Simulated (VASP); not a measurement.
Here is a VASP 6.6.1 calculation.

The input INCAR:

```
ALGO     = Fast           # electronic algorithm
EDIFF    = 1E-7           # SCF threshold, eV
ENCUT    = 520            # plane-wave cutoff, eV
GGA      = PE             # functional
ISIF     = 2              # what is computed and relaxed
ISMEAR   = 0              # smearing method
LASPH    = True           # aspherical terms in the spheres
LCHARG   = True           # write CHGCAR
LELF     = True           # ELF
LREAL    = False          # projectors in reciprocal space
LVHAR    = True         
LWAVE    = False          # write WAVECAR
NBANDS   = 12             # bands
NELM     = 80             # most SCF steps
PREC     = Accurate       # precision mode
SIGMA    = 0.1            # smearing width, eV
```

KPOINTS

```
k-points
0
Gamma
  4 4 4
```

File POSCAR:

```
La
1.0
    4.0677795400      0.0000000000      0.0000000000
    0.0000000000      4.0677795400      0.0000000000
    0.0000000000      0.0000000000      4.0602067100
La
1
Direct
    0.0000000000      0.0000000000      0.5000000000
```

Potentials or basis: VASP PAW PBE potentials, release 64 (La).

Run with:

```sh
$ cat potpaw_PBE.64/La/POTCAR > POTCAR
$ mpirun -np 1 vasp_std > vasp.out
```

Question: Predict the pressure.

Answer: -5.4 GPa.

Caveat: the k points lie up to 0.39 Å⁻¹ apart.
